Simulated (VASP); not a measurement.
# N: single point with PBEsol

The system is N.

```
CELL_PARAMETERS angstrom
4.17721 0.00000 0.00000
0.00000 4.17721 0.00000
0.00000 0.00000 5.46785
ATOMIC_POSITIONS crystal
N 0.90428 0.90428 0.00000
N 0.59572 0.40428 0.50000
N 0.09572 0.09572 0.00000
N 0.40428 0.59572 0.50000
```

| Property | Result |
| --- | --- |
| Program | VASP 6.6.1 |
| Task | single point |
| Functional | PBEsol |
| Potentials or basis | VASP PAW PBE potentials, release 64 (N) |
| Cutoff | 520 eV |
| k mesh | 6 × 6 × 4 |
| Occupations | gaussian, width 0.01 eV |
| Spin | no spin polarisation |

```json
{
 "Pressure": "-3.5 GPa",
 "Largest force": "2.775 eV/Å",
 "Band gap on the k mesh": "6.69 eV, indirect (least direct gap 6.87 eV)"
}
```

Forces in eV/Å, atoms in the order of the input:
```
N    1.962  1.962  0.000
N   -1.962  1.962  0.000
N   -1.962 -1.962  0.000
N    1.962 -1.962  0.000
```

Stress tensor (GPa, compression positive):
```
-5.25  0.00  0.00
 0.00 -5.25  0.00
 0.00  0.00  0.06
```

Levels at points of the mesh, in eV from the valence-band top:
| k point | band 7 | band 8 | band 9 | band 10 | band 11 | band 12 | band 13 | band 14 |
| --- | --- | --- | --- | --- | --- | --- | --- | --- |
| (0.00, 0.00, 0.00) | -1.31 | -1.23 | -0.87 | -0.18 | 6.69 | 7.45 | 7.78 | 7.78 |
| (0.50, 0.00, 0.00) | -1.49 | -1.49 | -0.20 | -0.20 | 7.60 | 7.60 | 7.60 | 7.60 |
| (0.50, 0.50, 0.00) | -1.45 | -1.45 | -0.03 | -0.03 | 7.41 | 7.41 | 8.25 | 8.25 |
| (0.00, 0.00, 0.50) | -1.32 | -1.32 | -0.38 | -0.38 | 7.05 | 7.05 | 7.77 | 7.77 |
| (0.50, 0.00, 0.50) | -1.31 | -1.31 | -0.25 | -0.25 | 7.29 | 7.29 | 7.86 | 7.86 |
| (0.50, 0.50, 0.50) | -1.48 | -1.48 | 0.00 | 0.00 | 7.43 | 7.43 | 8.25 | 8.25 |

Wall time 21 s on 1 thread of Intel(R) Xeon(R) Platinum 8559C (Emerald Rapids), on a shared host, peak memory 0.19 GiB.

Caveat: the standard files for N, O and F lose accuracy on very short bonds; the PAW data sets were made with another functional, which shifts forces and pressure a little. A k mesh can miss the band edges.
